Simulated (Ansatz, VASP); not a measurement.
One calculation of KTaO3, two programs

```
K Ta O
1.0
     3.98830    0.01994    0.01994
     0.01994    3.98830    0.01994
     0.01994    0.01994    3.98830
K Ta O
1 1 3
Direct
  0.50000 0.50000 0.50000
  0.00000 0.00000 0.00000
  0.50000 0.00000 0.00000
  0.00000 0.50000 0.00000
  0.00000 0.00000 0.50000
```

Change from the starting cell: equal xy, yz and zx shear strains of +1 %, crystal datasets.

Alike in both runs: task electric field gradients; functional LDA; k mesh 5 × 5 × 5; occupations fermi-dirac, width 0.01 eV; no spin polarisation.

|  | VASP | Ansatz |
| --- | --- | --- |
| version | VASP 6.6.1 | Ansatz 0.2.0 |
| potentials or method | VASP PAW LDA potentials, release 64 (K_sv, Ta_pv, O), cutoff 520 eV | all-electron PAW with datasets made for the crystal, scalar-relativistic |

|  | VASP | Ansatz | Ansatz less VASP |
| --- | --- | --- | --- |
| gap on the k mesh at the Fermi level (eV) | 2.11 | 2.17 | +0.057 |
| pressure (GPa) | -4.4 | -5.5 | -1.10 |
| traceless stress, the component that is largest in VASP (GPa) | -0.99 | -0.99 | -0.001 |
| size of Vzz on the site where it differs most (V/Å²) | 14.9 | 17.0 | +2.11 |

LDA's correlation is that of Perdew and Zunger in VASP and of Perdew and Wang (1992) in Ansatz. Ansatz ran all-electron here, and VASP with PAW potentials.

Spin-orbit coupling is off throughout.
